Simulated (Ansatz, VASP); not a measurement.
## One calculation of BeS, two programs

```
Be S
1.0
     3.46216    0.00000    0.00000
    -1.73108    2.99832    0.00000
     0.00000    0.00000    6.99243
Be S
2 2
Direct
  0.33333 0.66667 0.25000
  0.66667 0.33333 0.75000
  0.66667 0.33333 0.25000
  0.33333 0.66667 0.75000
```

Alike in both runs: task single point; functional r2SCAN; k mesh 12 × 12 × 4; no spin polarisation.

|  | VASP | Ansatz |
| --- | --- | --- |
| version | VASP 6.6.1 | Ansatz 0.2.0 |
| potentials or method | VASP PAW PBE potentials, release 64 (Be, S) | plane waves, PAW |
| plane-wave cutoff (eV) | 520 | 500 |
| occupations | gaussian, width 0.01 eV | fixed |
| valence electrons in the cell | 16 | 16 |

|  | VASP | Ansatz | Ansatz less VASP |
| --- | --- | --- | --- |
| gap on the k mesh at the Fermi level (eV) | 4.45 | 4.43 | -0.017 |
| pressure (GPa) | -0.1 | 0.0 | +0.08 |
| traceless stress, the component that is largest in VASP (GPa) | 0.08 | 0.03 | -0.045 |

VASP's potentials were made for PBE, not for r2SCAN.
